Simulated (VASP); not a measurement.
A run of VASP 6.6.1 is set up as follows.

INCAR

```
  PREC = Accurate
  ENCUT = 700
  EDIFF = 1E-6
  ISMEAR = 0
  SIGMA = 0.05
  LREAL = F
  LASPH = T
  NELM = 120
  ALGO = Normal
  ISIF = 2
  LWAVE = F
  LCHARG = F
  GGA = PS
  NBANDS = 22
  GGA_COMPAT = F
```

KPOINTS

```
Automatic mesh
0
Gamma
  12 12 6
```

Contents of POSCAR:

```
NiO2
1.0
    2.7134934025      0.0000000000      0.0000000000
   -1.3567467013      2.3499542196      0.0000000000
    0.0000000000      0.0000000000      5.2343287735
Ni O
1 2
Direct
    0.0000000000      0.0000000000      0.5000000000
    0.6666666667      0.3333333333      0.6499533987
    0.3333333333      0.6666666667      0.3500466013
```

Potentials or basis: VASP PAW PBE potentials, release 64 (Ni_sv_GW, O).

Run with:

```console
$ cat potpaw_PBE.64/Ni_sv_GW/POTCAR potpaw_PBE.64/O/POTCAR > POTCAR
$ mpirun -np 1 vasp_std > vasp.out
```

(1) Estimate the band gap on the k mesh.

(2) Predict the largest force.

(3) What does it give for the pressure?

Answers

(1) 1.22 eV (least direct gap 1.82 eV).

(2) 4.467 eV/Å.

(3) 40.1 GPa.

Caveat: the stress differs along the axes, from 33 to 44 GPa; the PAW data sets were made with another functional, which shifts forces and pressure a little; the run has no spin polarisation, though such a crystal can be magnetic.
